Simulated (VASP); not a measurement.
# BN (P4_2/mnm) in VASP: a series of runs

Runs on BN. Level: LDA. Tasks: single point, relaxation of cell and atoms.

Program: VASP 6.6.1. These are calculated values, not measurements. Logs are shortened: lines on timing, memory, paths and dates and some standing lists are left out, and cuts for length are marked.

### Step 1. The cell of the first run

The structure is tetragonal, space group P4_2/mnm (No. 136). Conventional cell: a = 4.367 Å, b = 4.367 Å, c = 2.521 Å, α = 90.00°, β = 90.00°, γ = 90.00°. B (site symmetry m2m) has 4 N at 1.52 to 1.58 Å within 2.0 Å. Within 2.0 Å of N (site symmetry m2m) lie 4 B at 1.52 to 1.58 Å.

### Step 2. Single point, LDA

INCAR reads:

```
SYSTEM = BN
ALGO = Normal
EDIFF = 1E-6
ENCUT = 520
GGA = CA
ISIF = 2
ISMEAR = 0
LASPH = .True.
LCHARG = .False.
LREAL = .False.
LWAVE = .False.
NBANDS = 26
NELM = 100
PREC = Accurate
SIGMA = 0.02
```

KPOINTS reads:

```
k-points
0
Gamma
  6 6 10
  0 0 0
```

POSCAR reads:

```
BN
1.0
    4.3667508250      0.0000000000      0.0000000000
    0.0000000000      4.3667508250      0.0000000000
    0.0000000000      0.0000000000      2.5207464853
B N
4 4
Direct
    0.1740566984      0.8259433016      0.5000000000
    0.3259433016      0.3259433016      0.0000000000
    0.6740566984      0.6740566984      0.0000000000
    0.8259433016      0.1740566984      0.5000000000
    0.8122907344      0.8122907344      0.5000000000
    0.3122907344      0.6877092656      0.0000000000
    0.6877092656      0.3122907344      0.0000000000
    0.1877092656      0.1877092656      0.5000000000
```

Potentials or basis: VASP PAW LDA potentials, release 64 (B, N).

Launch:

```sh
cat potpaw_LDA.64/B/POTCAR potpaw_LDA.64/N/POTCAR > POTCAR
mpirun -np 1 vasp_std > vasp.out
```

OUTCAR:

```text
SYSTEM = BN
   EDIFF = 1E-6
   ENCUT = 520
   GGA = CA
   ISIF = 2
   ISMEAR = 0
   LASPH = .True.
   LREAL = .False.
   NELM = 100
   PREC = Accurate

 ion  position               nearest neighbor table
   1  0.174  0.826  0.500-   6 1.52   6 1.52   8 1.58   5 1.58   4 2.15
   2  0.326  0.326  0.000-   8 1.52   8 1.52   6 1.58   7 1.58   3 2.15
   3  0.674  0.674  0.000-   5 1.52   5 1.52   7 1.58   6 1.58   2 2.15
   4  0.826  0.174  0.500-   7 1.52   7 1.52   8 1.58   5 1.58   1 2.15
   5  0.812  0.812  0.500-   3 1.52   3 1.52   4 1.58   1 1.58
   6  0.312  0.688  0.000-   1 1.52   1 1.52   3 1.58   2 1.58
   7  0.688  0.312  0.000-   4 1.52   4 1.52   2 1.58   3 1.58
   8  0.188  0.188  0.500-   2 1.52   2 1.52   4 1.58   1 1.58

  LATTYP: Found a simple tetragonal cell.
 ALAT       =     4.3667508250
 C/A-ratio  =     0.5772590620

  Lattice vectors:

 A1 = (   4.3667508250,   0.0000000000,   0.0000000000)
 A2 = (   0.0000000000,   4.3667508250,   0.0000000000)
 A3 = (   0.0000000000,   0.0000000000,   2.5207464853)

Analysis of symmetry for initial positions (statically):
=====================================================================
 Subroutine PRICEL returns:
 Original cell was already a primitive cell.

 Routine SETGRP: Setting up the symmetry group for a
 simple tetragonal supercell.

 Subroutine GETGRP returns: Found 16 space group operations
 (whereof  8 operations were pure point group operations)
 out of a pool of 16 trial point group operations.

The static configuration has the point symmetry D_2h.
 The point group associated with its full space group is D_4h.

Analysis of symmetry for dynamics (positions and initial velocities):
=====================================================================
 Subroutine PRICEL returns:
 Original cell was already a primitive cell.

 Routine SETGRP: Setting up the symmetry group for a
 simple tetragonal supercell.

 Subroutine GETGRP returns: Found 16 space group operations
 (whereof  8 operations were pure point group operations)
 out of a pool of 16 trial point group operations.

The dynamic configuration has the point symmetry D_2h.
 The point group associated with its full space group is D_4h.

 Subroutine INISYM returns: Found 16 space group operations
 (whereof  8 operations are pure point group operations),
 and found     1 'primitive' translations

----------------------------------------------------------------------------------------

                                     Primitive cell

  volume of cell :      48.0669

  direct lattice vectors                    reciprocal lattice vectors
     4.366750825  0.000000000  0.000000000     0.229003220  0.000000000  0.000000000
     0.000000000  4.366750825  0.000000000     0.000000000  0.229003220  0.000000000
     0.000000000  0.000000000  2.520746485     0.000000000  0.000000000  0.396707882

  length of vectors
     4.366750825  4.366750825  2.520746485     0.229003220  0.229003220  0.396707882

  position of ions in fractional coordinates (direct lattice)
     0.174056698  0.825943302  0.500000000
     0.325943302  0.325943302  0.000000000
     0.674056698  0.674056698  0.000000000
     0.825943302  0.174056698  0.500000000
     0.812290734  0.812290734  0.500000000
     0.312290734  0.687709266  0.000000000
     0.687709266  0.312290734  0.000000000
     0.187709266  0.187709266  0.500000000

  ion indices of the primitive-cell ions
   primitive index   ion index
                 1           1
                 2           2
                 3           3
                 4           4
                 5           5
                 6           6
                 7           7
                 8           8

----------------------------------------------------------------------------------------

 KPOINTS: k-points

Automatic generation of k-mesh.
 Grid dimensions read from file:
 generate k-points for:    6    6   10

 Generating k-lattice:

  Cartesian coordinates                     Fractional coordinates (reciprocal lattice)
     0.038167203  0.000000000  0.000000000     0.166666667  0.000000000  0.000000000
     0.000000000  0.038167203  0.000000000     0.000000000  0.166666667  0.000000000
     0.000000000  0.000000000  0.039670788     0.000000000  0.000000000  0.100000000

  Length of vectors
     0.038167203  0.038167203  0.039670788

  Shift w.r.t. Gamma in fractional coordinates (k-lattice)
     0.000000000  0.000000000  0.000000000

 Subroutine IBZKPT returns following result:
 ===========================================

 Found     60 irreducible k-points:

 Following reciprocal coordinates:
            Coordinates               Weight
  0.000000  0.000000  0.000000      1.000000
  0.166667  0.000000  0.000000      4.000000
  0.333333  0.000000  0.000000      4.000000
  0.500000  0.000000  0.000000      2.000000
  0.166667  0.166667  0.000000      4.000000
  0.333333  0.166667  0.000000      8.000000
[... 16 lines left out ...]
  0.333333  0.000000  0.200000      8.000000
  0.500000  0.000000  0.200000      4.000000
 [... further k-points ...]
   k-points           NKPTS =     60   k-points in BZ     NKDIM =     60   number of bands    NBANDS=     26
   number of dos      NEDOS =    301   number of ions     NIONS =      8
   total plane-waves  NPLWV =  20480
   dimension x,y,z NGX =    32 NGY =   32 NGZ =   20
   dimension x,y,z NGXF=    64 NGYF=   64 NGZF=   40
   ions per type =               4   4
   NGX,Y,Z   is equivalent  to a cutoff of  12.18, 12.18, 13.19 a.u.
   NGXF,Y,Z  is equivalent  to a cutoff of  24.37, 24.37, 26.38 a.u.
 SYSTEM =  BN
   PREC   = accura    normal or accurate (medium, high low for compatibility)
   ISTART =      0    job   : 0-new  1-cont  2-samecut
   ICHARG =      2    charge: 1-file 2-atom 10-const
   ISPIN  =      1    spin polarized calculation?
   LNONCOLLINEAR =      F non collinear calculations
   LSORBIT =      F    spin-orbit coupling
   LASPH  =      T    aspherical Exc in radial PAW
   ENCUT  =  520.0 eV  38.22 Ry    6.18 a.u.   8.12  8.12  4.69*2*pi/ulx,y,z
   NELM   =    100;   NELMIN=  2; NELMDL= -5     # of ELM steps
   EDIFF  = 0.1E-05   stopping-criterion for ELM
   LREAL  =      F    real-space projection
   EDIFFG = 0.1E-04   stopping-criterion for IOM
   NSW    =      0    number of steps for IOM
   IBRION =     -1    ionic relax: 0-MD 1-quasi-New 2-CG
   NFREE  =      0    steps in history (QN), initial steepest desc. (CG)
   ISIF   =      2    stress and relaxation
   ISYM   =      2    0-nonsym 1-usesym 2-fastsym
   POTIM  = 0.5000    time-step for ionic-motion
   TEBEG  =    0.0;   TEEND  =   0.0 temperature during run
   PSTRESS=    0.0 pullay stress
   NELECT =      32.0000    total number of electrons
   NUPDOWN=      -1.0000    fix difference up-down
   EMIN   =  10.00;   EMAX   =-10.00  energy-range for DOS
   EFERMI =   0.00;   METHOD = LEGACY
   ISMEAR =     0;   SIGMA  =   0.02  broadening in eV -4-tet -1-fermi 0-gaus
   EFERMI_NEDOS =   21; number of points for ismear=-14 and -15
   IALGO  =     38    algorithm
   IMIX   =      4    mixing-type and parameters
     AMIX     =   0.40;   BMIX     =  1.00
     AMIX_MAG =   1.60;   BMIX_MAG =  1.00
  volume/ion in A,a.u.               =       6.01        40.55
  Fermi-wavevector in a.u.,A,eV,Ry     =   1.429474  2.701314 27.802076  2.043395
  Thomas-Fermi vector in A             =   2.549423
   LORBIT       =      0    0 simple, 1 ext, 2 COOP (PROOUT), +10 PAW based schemes
   GGA     = CA    functional components
   LHFCALC =     F    Hartree Fock is set to
   AEXX    =    0.0000 exact exchange contribution
   IVDW    =     0    specifies the selected vdW correction
   LEPSILON=     F    determine dielectric tensor
   LRPA    =     F    only Hartree local field effects (RPA)
 non-spin polarized calculation
 Gauss-broadening in eV      SIGMA  =   0.02
  energy-cutoff  :      520.00
  volume of cell :       48.07
 maximum number of plane-waves:      1322
   NGX = 17   NGY = 17   NGZ =  9

 number of electron      32.0000003 magnetization

 Free energy of the ion-electron system (eV)
  ---------------------------------------------------
  ext. energy  EPLUGINS =         0.00000000
  ---------------------------------------------------
  free energy    TOTEN  =       -76.69457206 eV

  energy without entropy =      -76.69457206  energy(sigma->0) =      -76.69457206

 E-fermi :   7.3952     XC(G=0): -12.9348

 val. band max:        7.2351638902   @ k =   0.0000   0.0000   0.0000
 cond. band min:      11.7945776211   @ k =   0.0000   0.0000   0.3000
 fundamental gap:      4.5594137309
 Fermi energy:         7.3952145560

 k-point     1 :       0.0000    0.0000    0.0000
  band No.  band energies     occupation
      1     -13.0154      2.00000
      2      -8.7875      2.00000
      3      -8.7875      2.00000
      4      -8.6267      2.00000
      5      -2.6380      2.00000
      6      -2.3307      2.00000
[... 18 lines left out ...]
     25      17.9752      0.00000
     26      20.2188      0.00000

 k-point     2 :       0.1667    0.0000    0.0000
  band No.  band energies     occupation
      1     -12.8669      2.00000
      2      -9.7149      2.00000
      3      -8.6933      2.00000
      4      -8.0415      2.00000
      5      -2.9013      2.00000
      6      -1.8351      2.00000
[... 18 lines left out ...]
     25      18.5998      0.00000
     26      19.7865      0.00000

 k-point     3 :       0.3333    0.0000    0.0000
  band No.  band energies     occupation
      1     -12.4275      2.00000
      2     -10.7804      2.00000
      3      -8.4351      2.00000
      4      -7.8830      2.00000
      5      -3.0924      2.00000
      6      -1.9608      2.00000
[... 572 lines left out ...]
 k-point    23 :       0.3333    0.0000    0.2000
  band No.  band energies     occupation
      1     -11.8000      2.00000
      2     -10.2142      2.00000
      3      -7.9922      2.00000
      4      -7.5560      2.00000
      5      -2.5749      2.00000
      6      -1.5258      2.00000
[... 18 lines left out ...]
     25      19.1673      0.00000
     26      20.4663      0.00000

 k-point    24 :       0.5000    0.0000    0.2000
  band No.  band energies     occupation
      1     -11.1123      2.00000
      2     -11.1123      2.00000
      3      -7.7185      2.00000
      4      -7.7185      2.00000
      5      -2.2430      2.00000
      6      -2.2430      2.00000
[... 18 lines left out ...]
     25      19.6595      0.00000
     26      19.6595      0.00000

 [... further k-points ...]

------------------------ aborting loop because EDIFF is reached ----------------------------------------

  FORCE on cell =-STRESS in cart. coord.  units (eV):
  Direction    XX          YY          ZZ          XY          YZ          ZX
  --------------------------------------------------------------------------------------
  -------------------------------------------------------------------------------------
  Total        0.3269387      0.3269387      0.3673501      0.0000000      0.0000000      0.0000000
  in kB       10.8976024     10.8976024     12.2446054      0.0000000      0.0000000      0.0000000
  external PRESSURE =      11.3466034 kB  Pullay stress =       0.0000000 kB

 VOLUME and BASIS-vectors are now :
 -----------------------------------------------------------------------------
  energy-cutoff  :      520.00
  volume of cell :       48.07
      direct lattice vectors                 reciprocal lattice vectors
     4.366750825  0.000000000  0.000000000     0.229003220  0.000000000  0.000000000
     0.000000000  4.366750825  0.000000000     0.000000000  0.229003220  0.000000000
     0.000000000  0.000000000  2.520746485     0.000000000  0.000000000  0.396707882

 POSITION                                       TOTAL-FORCE (eV/Angst)
 -----------------------------------------------------------------------------------
      0.76006      3.60669      1.26037         0.001003     -0.001003     -0.000000
      1.42331      1.42331      0.00000        -0.001003     -0.001003      0.000000
      2.94344      2.94344      0.00000         0.001003      0.001003     -0.000000
      3.60669      0.76006      1.26037        -0.001003      0.001003     -0.000000
      3.54707      3.54707      1.26037        -0.005459     -0.005459     -0.000000
      1.36370      3.00306      0.00000        -0.005459      0.005459     -0.000000
      3.00306      1.36370      0.00000         0.005459     -0.005459     -0.000000
      0.81968      0.81968      1.26037         0.005459      0.005459     -0.000000
 -----------------------------------------------------------------------------------
    total drift:                               -0.000000     -0.000000      0.000000

  FREE ENERGIE OF THE ION-ELECTRON SYSTEM (eV)
  ---------------------------------------------------
  free  energy   TOTEN  =       -76.6945720577 eV

  energy  without entropy=      -76.6945720577  energy(sigma->0) =      -76.69457206
```

It took 27 s on 1 thread of Intel Xeon Platinum 8559C (Emerald Rapids), shared host; peak memory 0.16 GiB.

What came out:

- Free energy: -76.6946 eV
- Pressure: 1.1 GPa
- Largest force: 0.008 eV/Å
- Band gap on the k mesh: 4.56 eV (least direct gap 5.70 eV)

Forces in eV/Å, atoms in the order of the input:
```
B    0.001 -0.001  0.000
B   -0.001 -0.001  0.000
B    0.001  0.001  0.000
B   -0.001  0.001  0.000
N   -0.005 -0.005  0.000
N   -0.005  0.005  0.000
N    0.005 -0.005  0.000
N    0.005  0.005  0.000
```

A k mesh can miss the band edges.

### Step 3. Relaxation of cell and atoms, LDA

INCAR reads:

```
SYSTEM = BN
ALGO = Normal
EDIFF = 1E-6
EDIFFG = -0.005
ENCUT = 600
GGA = CA
IBRION = 2
ISIF = 3
ISMEAR = 0
LASPH = .TRUE.
LCHARG = .FALSE.
LREAL = .FALSE.
LWAVE = .FALSE.
NELM = 80
NSW = 100
PREC = Accurate
SIGMA = 0.02
```

KPOINTS reads:

```
k-points
0
G
  6 6 10
  0 0 0
```

POSCAR reads:

```
BN
1.0
    4.3678430630      0.0000000000      0.0000000000
    0.0000000000      4.3678430630      0.0000000000
    0.0000000000      0.0000000000      2.5213505266
B N
4 4
Direct
    0.1741145607      0.8258854393      0.5000000000
    0.3258854393      0.3258854393      0.0000000000
    0.6741145607      0.6741145607      0.0000000000
    0.8258854393      0.1741145607      0.5000000000
    0.8122902560      0.8122902560      0.5000000000
    0.3122902560      0.6877097440      0.0000000000
    0.6877097440      0.3122902560      0.0000000000
    0.1877097440      0.1877097440      0.5000000000
```

Potentials or basis: VASP PAW LDA potentials, release 64 (B, N).

Launch:

```sh
cat potpaw_LDA.64/B/POTCAR potpaw_LDA.64/N/POTCAR > POTCAR
mpirun -np 1 vasp_std > vasp.out
```

It took 45 s on 1 thread of Intel Xeon Platinum 8559C (Emerald Rapids), shared host; peak memory 0.17 GiB.

It converged, with:

| Quantity | Value |
| --- | --- |
| Free energy | -76.7047 eV |
| Relaxed volume | 6.02 Å³/atom |
| Relaxed cell | a = 4.370 Å, b = 4.370 Å, c = 2.523 Å, α = 90.00°, β = 90.00°, γ = 90.00° |
| Space group after relaxing (to 0.1 Å) | P4_2/mnm (No. 136) |
| Energy gained by relaxing | 0.0 meV/atom |
| Ionic steps | 3 |
| Pressure after relaxing | 0.0 GPa |
| Band gap on the k mesh | 4.56 eV (least direct gap 5.70 eV) |

Forces in eV/Å, atoms in the order of the input:
```
B    0.000  0.000  0.000
B    0.000  0.000  0.000
B    0.000  0.000  0.000
B    0.000  0.000  0.000
N   -0.001 -0.001  0.000
N   -0.001  0.001  0.000
N    0.001 -0.001  0.000
N    0.001  0.001  0.000
```

Stress tensor (GPa, compression positive):
```
 0.03  0.00  0.00
 0.00  0.03  0.00
 0.00  0.00 -0.05
```

The path:
```
step  energy change (eV)  largest force (eV/Å)  pressure (GPa)  volume (Å³)
   1              0.0000                0.0128            0.60        48.10
   2              0.0000                0.0127           -0.66        48.26
   3             -0.0002                0.0021            0.00        48.18
```

Final structure:
```cif
data_structure
_symmetry_space_group_name_H-M 'P 1'
_symmetry_Int_Tables_number 1
_cell_length_a 4.3700
_cell_length_b 4.3700
_cell_length_c 2.5228
_cell_angle_alpha 90.000
_cell_angle_beta 90.000
_cell_angle_gamma 90.000
_cell_volume 48.18
loop_
_atom_site_label
_atom_site_type_symbol
_atom_site_fract_x
_atom_site_fract_y
_atom_site_fract_z
_atom_site_occupancy
B1 B 0.17407 0.82593 0.50000 1
B2 B 0.32593 0.32593 0.00000 1
B3 B 0.67407 0.67407 0.00000 1
B4 B 0.82593 0.17407 0.50000 1
N1 N 0.81229 0.81229 0.50000 1
N2 N 0.31229 0.68771 0.00000 1
N3 N 0.68771 0.31229 0.00000 1
N4 N 0.18771 0.18771 0.50000 1
```

Levels at points of the mesh, in eV from the valence-band top:
```
           k point  band 14  band 15  band 16  band 17  band 18  band 19
(0.00, 0.00, 0.00)    -0.24     0.00     0.00     7.17     7.50     8.53
(0.50, 0.00, 0.00)    -1.47    -1.29    -1.29     7.96     7.96     8.53
(0.50, 0.50, 0.00)    -2.73    -2.55    -2.55     7.51     7.51     8.41
(0.00, 0.00, 0.50)    -4.35    -3.45    -3.45     6.35     6.35    10.33
(0.50, 0.00, 0.50)    -3.72    -2.27    -2.27     6.87     6.87     8.79
(0.50, 0.50, 0.50)    -3.08    -2.56    -2.56     6.24     6.24     7.16
```
